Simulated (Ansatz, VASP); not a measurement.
**Ba in VASP and in Ansatz**

```
Ba
1.0
     4.01023    0.00000    0.00000
     0.00000    4.01023    0.00000
     0.00000    0.00000    4.01023
Ba
1
Direct
  0.00000 0.00000 0.00000
```

Alike in both runs: task single point; functional r2SCAN; k mesh 9 × 9 × 9; occupations fermi-dirac, width 0.1 eV; no spin polarisation.

|  | VASP | Ansatz |
| --- | --- | --- |
| version | VASP 6.6.1 | Ansatz 0.2.0 |
| potentials or method | VASP PAW PBE potentials, release 64 (Ba_sv), cutoff 520 eV | plane waves (500 eV) with PAW, scalar-relativistic |
| valence electrons in the cell | 10 | 10 |

Ansatz gave:

| Item | Value |
| --- | --- |
| pressure (GPa) | -0.5 |

Task: Estimate VASP's values.

Result: Pressure (GPa): -0.4.

VASP's potentials were made for PBE, not for r2SCAN.

Neither program's run includes spin-orbit coupling.
